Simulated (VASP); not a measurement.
Here is a VASP 6.6.1 calculation.

The input POSCAR:

```
Re
1.0
    2.7496772424      0.0000000000      0.0000000000
   -1.3748386212      2.3812903441      0.0000000000
    0.0000000000      0.0000000000      4.4506250784
Re
2
Direct
    0.6666666667      0.3333333333      0.7500000000
    0.3333333333      0.6666666667      0.2500000000
```

Contents of INCAR.step1:

```
ALGO     = Normal         # electronic algorithm
EDIFF    = 1E-4           # SCF threshold, eV
ENCUT    = 520            # plane-wave cutoff, eV
GGA      = PE             # functional
ISMEAR   = -1             # smearing method
LASPH    = T              # aspherical terms in the spheres
LCHARG   = F              # write CHGCAR
LREAL    = F              # projectors in reciprocal space
LWAVE    = T              # write WAVECAR
NBANDS   = 14             # bands
NELM     = 100            # most SCF steps
PREC     = Accurate       # precision mode
SIGMA    = 0.05           # smearing width, eV
```

INCAR.step2

```
ALGO     = Normal         # electronic algorithm
EDIFF    = 1E-6           # SCF threshold, eV
ENCUT    = 520            # plane-wave cutoff, eV
ISIF     = 2              # what is computed and relaxed
ISMEAR   = -1             # smearing method
ISTART   = 1            
IVDW     = 12             # dispersion correction
LASPH    = T              # aspherical terms in the spheres
LCHARG   = F              # write CHGCAR
LMIXTAU  = T            
LREAL    = F              # projectors in reciprocal space
LWAVE    = F              # write WAVECAR
METAGGA  = R2SCAN         # meta-GGA
NBANDS   = 14             # bands
NELM     = 100            # most SCF steps
PREC     = Accurate       # precision mode
SIGMA    = 0.05           # smearing width, eV
VDW_A1   = 0.49484001   
VDW_A2   = 5.73083694   
VDW_S6   = 1.0          
VDW_S8   = 0.78981345
```

KPOINTS

```
k-points
0
Gamma
  11 11 6
```

Potentials or basis: VASP PAW PBE potentials, release 64 (Re).

Run with:

```bash
$ cat potpaw_PBE.64/Re/POTCAR > POTCAR
$ cp INCAR.step1 INCAR
$ mpirun -np 1 vasp_std > vasp.out
$ cp INCAR.step2 INCAR
$ mpirun -np 1 vasp_std > vasp.out
```

(1) Estimate the band gap on the k mesh.

(2) What does it give for the pressure?

(3) Estimate the dispersion energy per atom.

## Answers

(1) zero (bands 7 and 8 overlap by 3.14 eV).

(2) 0.1 GPa.

(3) -0.310 eV.

Caveat: the PAW data sets were made with another functional, which shifts forces and pressure a little; spin-orbit coupling is left out, which moves the levels of the heavy elements.
